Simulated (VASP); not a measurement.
Crystal: LaYN2.

```
La Y N
1.0
     3.64293    0.00000    0.00000
    -1.82147    3.15487    0.00000
     0.00000    0.00000    7.86930
La Y N
1 1 2
Direct
  0.00000 0.00000 0.00000
  0.00000 0.00000 0.50000
  0.33333 0.66667 0.00000
  0.66667 0.33333 0.00000
```

The cell was generated, and may not be a known phase.

| Property | Result |
| --- | --- |
| Program | VASP 6.6.1 |
| Task | relaxation of cell and atoms |
| Functional | PBE |
| Potentials or basis | VASP PAW PBE potentials, release 64 (La, Y_sv, N) |
| Cutoff | 600 eV |
| k mesh | 6 × 6 × 2 |
| Occupations | gaussian, width 0.1 eV |
| Spin | no spin polarisation |

At the start: pressure 20.8 GPa; volume 22.61 Å³/atom.

Q: Where does the relaxation end?

A: Over 4 steps the energy falls by 453.2 meV/atom and the volume is 28.23 Å³/atom (+24.9 %); space group P6/mmm (No. 191, to 0.1 Å) before and after.

Step by step:
```tsv
step	energy change (eV)	largest force (eV/Å)	pressure (GPa)	volume (Å³)
1	0.0000	0.0000	20.83	90.44
2	-1.1131	0.0000	-7.29	133.00
3	-1.8123	0.0000	-0.24	113.41
4	-1.8127	0.0000	0.00	112.92
```

Final structure:
```
La Y N
1.0
     4.07141    0.00000    0.00000
    -2.03571    3.52594    0.00000
     0.00000    0.00000    7.86621
La Y N
1 1 2
Direct
  0.00000 0.00000 0.00000
  0.00000 0.00000 0.50000
  0.33333 0.66667 0.00000
  0.66667 0.33333 0.00000
```

Caveat: the k points lie up to 0.40 Å⁻¹ apart in the final cell, too coarse for converged energies and pressures of a metal; the volume moved by over 15 % at a fixed basis, so the end points are rough.
